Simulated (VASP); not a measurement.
The system is Nb3Sn.

```xyz
8
Lattice="5.2821 0.0000 0.0000 0.0000 5.2821 0.0000 0.0000 0.0000 5.2821" Properties=species:S:1:pos:R:3 pbc="T T T"
Nb    1.3205    0.0000    2.6410
Nb    2.6410    3.9616    0.0000
Nb    3.9616    0.0000    2.6410
Nb    2.6410    1.3205    0.0000
Nb    0.0000    2.6410    3.9616
Nb    0.0000    2.6410    1.3205
Sn    0.0000    0.0000    0.0000
Sn    2.6410    2.6410    2.6410
```

- Program: VASP 6.6.1
- Task: relaxation of cell and atoms
- Functional: PBE
- Potentials or basis: VASP PAW PBE potentials, release 64 (Nb_sv, Sn_d)
- Cutoff: 500 eV
- k mesh: 8 × 8 × 8
- Occupations: gaussian, width 0.3 eV
- Spin: no spin polarisation

At the start: pressure 3.4 GPa; volume 18.42 Å³/atom.

Q: Where does the relaxation end?

A: Over 16 steps the energy falls by 3.9 meV/atom and the volume is 18.80 Å³/atom (+2.0 %); space group Pm-3n (No. 223, to 0.1 Å) before and after.

The path:
```csv
step,energy change (eV),largest force (eV/Å),pressure (GPa),volume (Å³)
1,0.0000,0.0000,3.43,147.37
2,0.0676,0.0000,-5.51,155.96
3,-0.0316,0.0000,-0.04,150.41
4,-0.0316,0.0000,0.03,150.35
5,-0.0316,0.0000,0.03,150.35
6,-0.0316,0.0000,0.03,150.35
7,-0.0316,0.0000,0.03,150.35
8,-0.0316,0.0000,0.03,150.35
9,-0.0316,0.0000,0.03,150.35
10,-0.0316,0.0000,0.03,150.35
11,-0.0316,0.0000,0.03,150.35
12,-0.0316,0.0000,0.03,150.35
13,-0.0316,0.0000,0.03,150.35
14,-0.0316,0.0000,0.03,150.35
15,-0.0316,0.0000,0.02,150.36
16,-0.0316,0.0000,0.01,150.36
```

Final structure:
```xyz
8
Lattice="5.3176 0.0000 0.0000 0.0000 5.3176 0.0000 0.0000 0.0000 5.3176" Properties=species:S:1:pos:R:3 pbc="T T T"
Nb    1.3294    0.0000    2.6588
Nb    2.6588    3.9882    0.0000
Nb    3.9882    0.0000    2.6588
Nb    2.6588    1.3294    0.0000
Nb    0.0000    2.6588    3.9882
Nb    0.0000    2.6588    1.3294
Sn    0.0000    0.0000    0.0000
Sn    2.6588    2.6588    2.6588
```

Caveat: so wide a smearing shifts energies and pressures.
